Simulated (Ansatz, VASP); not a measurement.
# One calculation of Hf7S, two programs

```
Hf S
1.0
     6.20107    0.00000    0.00000
    -3.10054    5.37029    0.00000
     0.00000    0.00000    5.09490
Hf S
7 1
Direct
  0.50107 0.00214 0.50000
  0.99786 0.49893 0.50000
  0.50107 0.49893 0.50000
  0.16438 0.83562 0.00000
  0.67125 0.83562 0.00000
  0.16438 0.32875 0.00000
  0.66667 0.33333 0.00000
  0.00000 0.00000 0.50000
```

Change from the starting cell: species swapped into the Mg7Sb type (P-6m2, No. 187).

Alike in both runs: functional PBE; k mesh 6 × 6 × 8; occupations gaussian, width 0.1 eV; no spin polarisation.

Ansatz relaxed the structure, and its values are those at the end. VASP's run is a single point on that final structure, the one shown.

```csv
,VASP,Ansatz
version,VASP 6.6.1,Ansatz 0.2.0
potentials or method,"VASP PAW PBE potentials, release 64 (Hf_pv, S), cutoff 520 eV","scalar-relativistic, plane waves, PAW"
valence electrons in the cell,76,188
```

```csv
,VASP,Ansatz,Ansatz less VASP
gap on the k mesh at the Fermi level (eV),none,none,-
pressure (GPa),-0.5,0.0,+0.46
```

A gap of «none» marks a metal or a gap that the smearing closes. VASP's potentials hold 76 valence electrons a cell and Ansatz's 188, so a difference there can come from the potentials and not from the codes.

Spin-orbit coupling is off throughout.
